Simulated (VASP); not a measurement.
Wanted: the native input for a VASP 6.6.1 run.

| Property | Result |
| --- | --- |
| Task | single point |
| Functional | RPBE |
| Potentials or basis | VASP PAW PBE potentials, release 64 (Bi_d) |
| Cutoff | 520 eV |
| k mesh | 12 × 12 × 12 |
| Occupations | fermi-dirac, width 0.1 eV |
| Spin | no spin polarisation |
| Dipole correction | no |
| Further INCAR settings | ALGO = Normal; EDIFF = 1e-06; NBANDS = 14 |

The structure of Bi lies in POSCAR:

```
Bi
1.0
    0.0000000000      2.4703729864      2.4703729864
    2.4703729864      0.0000000000      2.4703729864
    2.4703729864      2.4703729864      0.0000000000
Bi
1
Direct
    0.0000000000      0.0000000000      0.0000000000
```

This cell differs from its parent crystal: volume scaled by 0.92.

One way to write it, as run:

INCAR

```
SYSTEM = Bi
PREC = Accurate
ENCUT = 520
EDIFF = 1E-6
ISMEAR = -1
SIGMA = 0.1
LREAL = .False.
LASPH = .True.
NELM = 60
ALGO = Normal
ISIF = 2
LWAVE = .False.
LCHARG = .False.
GGA = RP
NBANDS = 14
```

KPOINTS

```
regular mesh
0
Gamma
  12 12 12
  0 0 0
```

Potentials or basis: VASP PAW PBE potentials, release 64 (Bi_d).

Command:

```bash
$ cat potpaw_PBE.64/Bi_d/POTCAR > POTCAR
$ mpirun -np 1 vasp_std > vasp.out
```

It gave:

```yaml
Pressure: 4.4 GPa
```

Caveat: the PAW data sets were made with another functional, which shifts forces and pressure a little.

Run time: 12 s on 1 thread of Intel(R) Xeon(R) 6975P-C (Granite Rapids), on a shared host, peak memory 0.17 GiB.
